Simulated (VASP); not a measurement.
# TaN (k07) (P-6m2) in VASP: notebook

Runs on TaN (k07). Level: LDA. Tasks: single point.

All numbers are computed with VASP 6.6.1; they aren't measurements. Logs are shortened: lines on timing, memory, paths and dates and some standing lists are left out, and cuts for length are marked.

### 1 The cell of the first run

Symmetry: P-6m2, No. 187, hexagonal system. Conventional cell: a = 2.940 Å, b = 2.940 Å, c = 2.890 Å, α = 90.00°, β = 90.00°, γ = 120.00°. Ta (site symmetry -6m2) has 6 N at 2.23 Å and 2 Ta at 2.89 Å within 2.9 Å. Within 2.9 Å of N (site symmetry -6m2) lie 6 Ta at 2.23 Å and 2 N at 2.89 Å.

### 2 Single point, LDA

File INCAR:

```
PREC = Accurate
ENCUT = 520
EDIFF = 1E-6
ISMEAR = 0
SIGMA = 0.1
LREAL = F
LASPH = T
NELM = 80
ALGO = Normal
ISIF = 2
LWAVE = F
LCHARG = F
NBANDS = 15
```

File KPOINTS:

```
regular mesh
0
Gamma
  9 9 6
```

File POSCAR:

```
TaN
1.0
    2.9399421800      0.0000000000      0.0000000000
   -1.4699710900      2.5460646100      0.0000000000
    0.0000000000      0.0000000000      2.8901750800
Ta N
1 1
Direct
    0.0000000000      0.0000000000      0.5000000000
    0.6666666700      0.3333333300      0.0000000000
```

Potentials or basis: VASP PAW LDA potentials, release 64 (Ta_pv, N).

Command:

```sh
$ cat potpaw_LDA.64/Ta_pv/POTCAR potpaw_LDA.64/N/POTCAR > POTCAR
$ mpirun -np 1 vasp_std > vasp.out
```

OUTCAR:

```text
PREC = Accurate
   ENCUT = 520
   EDIFF = 1E-6
   ISMEAR = 0
   LREAL = F
   LASPH = T
   NELM = 80
   ISIF = 2

 ion  position               nearest neighbor table
   1  0.000  0.000  0.500-   2 2.23   2 2.23   2 2.23   2 2.23   2 2.23   2 2.23
   2  0.667  0.333  0.000-   1 2.23   1 2.23   1 2.23   1 2.23   1 2.23   1 2.23

  LATTYP: Found a hexagonal cell.
 ALAT       =     2.9399421800
 C/A-ratio  =     0.9830720821

  Lattice vectors:

 A1 = (   2.9399421800,   0.0000000000,   0.0000000000)
 A2 = (  -1.4699710900,   2.5460646100,   0.0000000000)
 A3 = (   0.0000000000,   0.0000000000,   2.8901750800)

Analysis of symmetry for initial positions (statically):
=====================================================================
 Subroutine PRICEL returns:
 Original cell was already a primitive cell.

 Routine SETGRP: Setting up the symmetry group for a
 hexagonal supercell.

 Subroutine GETGRP returns: Found 12 space group operations
 (whereof 12 operations were pure point group operations)
 out of a pool of 24 trial point group operations.

The static configuration has the point symmetry D_3h.

Analysis of symmetry for dynamics (positions and initial velocities):
=====================================================================
 Subroutine PRICEL returns:
 Original cell was already a primitive cell.

 Routine SETGRP: Setting up the symmetry group for a
 hexagonal supercell.

 Subroutine GETGRP returns: Found 12 space group operations
 (whereof 12 operations were pure point group operations)
 out of a pool of 24 trial point group operations.

The dynamic configuration has the point symmetry D_3h.

 Subroutine INISYM returns: Found 12 space group operations
 (whereof 12 operations are pure point group operations),
 and found     1 'primitive' translations

----------------------------------------------------------------------------------------

                                     Primitive cell

  volume of cell :      21.6338

  direct lattice vectors                    reciprocal lattice vectors
     2.939942180  0.000000000  0.000000000     0.340142744  0.196381505  0.000000000
    -1.469971090  2.546064610  0.000000000     0.000000000  0.392763010  0.000000000
     0.000000000  0.000000000  2.890175080     0.000000000  0.000000000  0.345999800

  length of vectors
     2.939942180  2.939942177  2.890175080     0.392763010  0.392763010  0.345999800

  position of ions in fractional coordinates (direct lattice)
     0.000000000  0.000000000  0.500000000
     0.666666670  0.333333330  0.000000000

  ion indices of the primitive-cell ions
   primitive index   ion index
                 1           1
                 2           2

----------------------------------------------------------------------------------------

 KPOINTS: regular mesh

Automatic generation of k-mesh.
 Grid dimensions read from file:
 generate k-points for:    9    9    6

 Generating k-lattice:

  Cartesian coordinates                     Fractional coordinates (reciprocal lattice)
     0.037793638  0.021820167  0.000000000     0.111111111  0.000000000  0.000000000
     0.000000000  0.043640334  0.000000000     0.000000000  0.111111111  0.000000000
     0.000000000  0.000000000  0.057666633     0.000000000  0.000000000  0.166666667

  Length of vectors
     0.043640334  0.043640334  0.057666633

  Shift w.r.t. Gamma in fractional coordinates (k-lattice)
     0.000000000  0.000000000  0.000000000

 Subroutine IBZKPT returns following result:
 ===========================================

 Found     48 irreducible k-points:

 Following reciprocal coordinates:
            Coordinates               Weight
  0.000000  0.000000  0.000000      1.000000
  0.111111  0.000000  0.000000      6.000000
  0.222222  0.000000  0.000000      6.000000
  0.333333  0.000000  0.000000      6.000000
  0.444444  0.000000  0.000000      6.000000
  0.111111  0.111111  0.000000      6.000000
[... 16 lines left out ...]
  0.333333  0.222222  0.166667     24.000000
  0.333333  0.333333  0.166667      4.000000
 [... further k-points ...]
   k-points           NKPTS =     48   k-points in BZ     NKDIM =     48   number of bands    NBANDS=     15
   number of dos      NEDOS =    301   number of ions     NIONS =      2
   total plane-waves  NPLWV =  13824
   dimension x,y,z NGX =    24 NGY =   24 NGZ =   24
   dimension x,y,z NGXF=    48 NGYF=   48 NGZF=   48
   ions per type =               1   1
   NGX,Y,Z   is equivalent  to a cutoff of  13.57, 13.57, 13.81 a.u.
   NGXF,Y,Z  is equivalent  to a cutoff of  27.14, 27.14, 27.61 a.u.
 SYSTEM =  unknown system
   PREC   = accura    normal or accurate (medium, high low for compatibility)
   ISTART =      0    job   : 0-new  1-cont  2-samecut
   ICHARG =      2    charge: 1-file 2-atom 10-const
   ISPIN  =      1    spin polarized calculation?
   LNONCOLLINEAR =      F non collinear calculations
   LSORBIT =      F    spin-orbit coupling
   LASPH  =      T    aspherical Exc in radial PAW
   ENCUT  =  520.0 eV  38.22 Ry    6.18 a.u.   5.47  5.47  5.37*2*pi/ulx,y,z
   NELM   =     80;   NELMIN=  2; NELMDL= -5     # of ELM steps
   EDIFF  = 0.1E-05   stopping-criterion for ELM
   LREAL  =      F    real-space projection
   EDIFFG = 0.1E-04   stopping-criterion for IOM
   NSW    =      0    number of steps for IOM
   IBRION =     -1    ionic relax: 0-MD 1-quasi-New 2-CG
   NFREE  =      0    steps in history (QN), initial steepest desc. (CG)
   ISIF   =      2    stress and relaxation
   ISYM   =      2    0-nonsym 1-usesym 2-fastsym
   POTIM  = 0.5000    time-step for ionic-motion
   TEBEG  =    0.0;   TEEND  =   0.0 temperature during run
   PSTRESS=    0.0 pullay stress
   NELECT =      16.0000    total number of electrons
   NUPDOWN=      -1.0000    fix difference up-down
   EMIN   =  10.00;   EMAX   =-10.00  energy-range for DOS
   EFERMI =   0.00;   METHOD = LEGACY
   ISMEAR =     0;   SIGMA  =   0.10  broadening in eV -4-tet -1-fermi 0-gaus
   EFERMI_NEDOS =   21; number of points for ismear=-14 and -15
   IALGO  =     38    algorithm
   IMIX   =      4    mixing-type and parameters
     AMIX     =   0.40;   BMIX     =  1.00
     AMIX_MAG =   1.60;   BMIX_MAG =  1.00
  volume/ion in A,a.u.               =      10.82        73.00
  Fermi-wavevector in a.u.,A,eV,Ry     =   1.480485  2.797711 29.821741  2.191836
  Thomas-Fermi vector in A             =   2.594513
   LORBIT       =      0    0 simple, 1 ext, 2 COOP (PROOUT), +10 PAW based schemes
   GGA     = CA    functional components
   LHFCALC =     F    Hartree Fock is set to
   AEXX    =    0.0000 exact exchange contribution
   IVDW    =     0    specifies the selected vdW correction
   LEPSILON=     F    determine dielectric tensor
   LRPA    =     F    only Hartree local field effects (RPA)
 non-spin polarized calculation
 Gauss-broadening in eV      SIGMA  =   0.10
  energy-cutoff  :      520.00
  volume of cell :       21.63
 maximum number of plane-waves:       611
 NGX is ok and might be reduce to    24
   NGX = 11   NGY = 11   NGZ = 11

 number of electron      16.0000002 magnetization

 Free energy of the ion-electron system (eV)
  ---------------------------------------------------
  ext. energy  EPLUGINS =         0.00000000
  ---------------------------------------------------
  free energy    TOTEN  =       -24.69613974 eV

  energy without entropy =      -24.69537456  energy(sigma->0) =      -24.69575715

 E-fermi :   8.2410     XC(G=0): -13.5625

 val. band max:        8.2174344765   @ k =   0.3333   0.3333   0.0000
 cond. band min:       8.2588331961   @ k =   0.0000   0.0000   0.3333
 fundamental gap:      0.0413987196
 Fermi energy:         8.2409556234

 k-point     1 :       0.0000    0.0000    0.0000
  band No.  band energies     occupation
      1     -26.5847      2.00000
      2     -26.3093      2.00000
      3     -26.3093      2.00000
      4      -9.4389      2.00000
      5       3.5543      2.00000
      6       3.5543      2.00000
      7       3.8807      2.00000
      8       5.1865      2.00000
      9      10.4184      0.00000
     10      11.6196      0.00000
     11      11.6196      0.00000
     12      11.9698      0.00000
     13      11.9698      0.00000
     14      20.4336      0.00000
     15      21.2194      0.00000

 k-point     2 :       0.1111    0.0000    0.0000
  band No.  band energies     occupation
      1     -26.5678      2.00000
      2     -26.4410      2.00000
      3     -26.3375      2.00000
      4      -9.1839      2.00000
      5       2.8583      2.00000
      6       3.7457      2.00000
      7       4.2235      2.00000
      8       4.8287      2.00000
      9      11.0415      0.00000
     10      11.3572      0.00000
     11      11.6643      0.00000
     12      11.8422      0.00000
     13      12.2946      0.00000
     14      20.4358      0.00000
     15      21.1607      0.00000

 k-point     3 :       0.2222    0.0000    0.0000
  band No.  band energies     occupation
      1     -26.7617      2.00000
      2     -26.5249      2.00000
      3     -26.4082      2.00000
      4      -8.5253      2.00000
      5       1.6075      2.00000
      6       4.0644      2.00000
      7       4.2061      2.00000
      8       4.8646      2.00000
      9      10.2875      0.00000
     10      11.5351      0.00000
     11      11.9161      0.00000
     12      12.8643      0.00000
     13      13.0111      0.00000
     14      20.4415      0.00000
     15      21.1907      0.00000

 k-point     4 :       0.3333    0.0000    0.0000
  band No.  band energies     occupation
      1     -27.1069      2.00000
      2     -26.4874      2.00000
      3     -26.4757      2.00000
      4      -7.7359      2.00000
      5       0.5342      2.00000
      6       3.3487      2.00000
      7       4.6683      2.00000
      8       5.0105      2.00000
      9      10.6108      0.00000
     10      11.2105      0.00000
     11      12.5262      0.00000
     12      13.1682      0.00000
     13      14.3922      0.00000
     14      20.4440      0.00000
     15      21.4801      0.00000
[... 307 lines left out ...]
 k-point    22 :       0.2222    0.2222    0.1667
  band No.  band energies     occupation
      1     -27.0864      2.00000
      2     -26.6662      2.00000
      3     -26.6388      2.00000
      4      -7.2937      2.00000
      5       0.9824      2.00000
      6       2.1287      2.00000
      7       3.5505      2.00000
      8       6.6398      2.00000
      9       9.3590      0.00000
     10      11.7036      0.00000
     11      12.6713      0.00000
     12      14.0546      0.00000
     13      16.9790      0.00000
     14      20.4233      0.00000
     15      20.6993      0.00000

 k-point    23 :       0.3333    0.2222    0.1667
  band No.  band energies     occupation
      1     -27.1599      2.00000
      2     -26.7718      2.00000
      3     -26.6364      2.00000
      4      -6.9822      2.00000
      5       0.7716      2.00000
      6       2.2148      2.00000
      7       2.8769      2.00000
      8       7.0025      2.00000
      9      10.0953      0.00000
     10      11.4347      0.00000
     11      12.2761      0.00000
     12      14.4192      0.00000
     13      18.8830      0.00000
     14      20.1655      0.00000
     15      20.4793      0.00000

 k-point    24 :       0.3333    0.3333    0.1667
  band No.  band energies     occupation
      1     -27.0509      2.00000
      2     -26.9569      2.00000
      3     -26.6261      2.00000
      4      -6.8674      2.00000
      5       1.4125      2.00000
      6       1.6517      2.00000
      7       2.4400      2.00000
      8       7.5579      2.00000
      9      10.2290      0.00000
     10      11.1271      0.00000
     11      11.5363      0.00000
     12      14.8585      0.00000
     13      19.2542      0.00000
     14      20.4712      0.00000
     15      21.6147      0.00000

 [... further k-points ...]
[... 5 lines left out ...]
  --------------------------------------------------------------------------------------
  -------------------------------------------------------------------------------------
  Total       -1.3551092     -1.3551092     -1.7934824     -0.0000000      0.0000000      0.0000000
  in kB     -100.3581229   -100.3581226   -132.8236307     -0.0000000      0.0000000      0.0000000
  external PRESSURE =    -111.1799587 kB  Pullay stress =       0.0000000 kB

 VOLUME and BASIS-vectors are now :
 -----------------------------------------------------------------------------
  energy-cutoff  :      520.00
  volume of cell :       21.63
      direct lattice vectors                 reciprocal lattice vectors
     2.939942180  0.000000000  0.000000000     0.340142744  0.196381505  0.000000000
    -1.469971090  2.546064610  0.000000000     0.000000000  0.392763010  0.000000000
     0.000000000  0.000000000  2.890175080     0.000000000  0.000000000  0.345999800

 POSITION                                       TOTAL-FORCE (eV/Angst)
 -----------------------------------------------------------------------------------
      0.00000      0.00000      1.44509         0.000000      0.000000      0.000000
      1.46997      0.84869      0.00000        -0.000000      0.000000      0.000000
 -----------------------------------------------------------------------------------
    total drift:                               -0.000009      0.000005      0.000000

  FREE ENERGIE OF THE ION-ELECTRON SYSTEM (eV)
  ---------------------------------------------------
  free  energy   TOTEN  =       -24.6961397436 eV

  energy  without entropy=      -24.6953745602  energy(sigma->0) =      -24.69575715
```

It took 7.8 s on 1 thread of Intel Xeon Platinum 8259CL at 2.50GHz (Skylake/Cascade Lake), shared host; peak memory 0.14 GiB.

What came out:

```yaml
Free_energy: -24.6961 eV
Pressure: -11.1 GPa
Band_gap_on_the_k_mesh: zero (band 8 reaches 8.26 eV, above the bottom of band 9 at 7.95 eV)
```

Stress tensor (GPa, compression positive):
```
-10.04   0.00   0.00
  0.00 -10.04   0.00
  0.00   0.00 -13.28
```

Caveat: the k points lie up to 0.36 Å⁻¹ apart; spin-orbit coupling is left out, which moves the levels of the heavy elements.

### 3 Single point, LDA

This run uses another cell than the first one, of 10.43 Å³/atom, 0.965 times its volume.

File INCAR:

```
SYSTEM = TaN
PREC = Accurate
ENCUT = 520
EDIFF = 1E-7
ISMEAR = 0
SIGMA = 0.1
LREAL = .False.
LASPH = .True.
NELM = 80
ALGO = Normal
ISIF = 2
LWAVE = .False.
LCHARG = .False.
GGA = CA
NBANDS = 15
```

File KPOINTS:

```
Automatic mesh
0
Gamma
  9 9 8
  0 0 0
```

File POSCAR:

```
TaN
1.0
    2.9063959231      0.0000000000      0.0000000000
   -1.4531979615      2.5170127028      0.0000000000
    0.0000000000      0.0000000000      2.8523005582
Ta N
1 1
Direct
    0.0000000000      0.0000000000      0.5000000000
    0.6666666667      0.3333333333      0.0000000000
```

Potentials or basis: VASP PAW LDA potentials, release 64 (Ta_pv, N).

Command:

```sh
$ cat potpaw_LDA.64/Ta_pv/POTCAR potpaw_LDA.64/N/POTCAR > POTCAR
$ mpirun -np 1 vasp_std > vasp.out
```

Wall time 10 s (1 thread of Intel Xeon Platinum 8259CL at 2.50GHz (Skylake/Cascade Lake), shared host); peak memory 0.14 GiB.

Results (log left out):

| Quantity | Value |
| --- | --- |
| Free energy | -24.7182 eV |
| Pressure | 2.0 GPa |
| Band gap on the k mesh | zero (band 8 reaches 8.61 eV, above the bottom of band 9 at 8.33 eV) |

Stress tensor (GPa, compression positive):
```
1.83 0.00 0.00
0.00 1.83 0.00
0.00 0.00 2.20
```

Levels at points of the mesh, in eV from the Fermi level:
| k point | band 5 | band 6 | band 7 | band 8 | band 9 | band 10 | band 11 | band 12 |
| --- | --- | --- | --- | --- | --- | --- | --- | --- |
| (0.00, 0.00, 0.00) | -4.75 | -4.75 | -4.41 | -2.97 | 2.55 | 3.67 | 3.67 | 4.06 |
| (0.00, 0.00, 0.50) | -9.56 | -3.91 | -3.91 | -0.19 | -0.19 | 2.47 | 3.31 | 3.31 |

Caveat: spin-orbit coupling is left out, which moves the levels of the heavy elements.
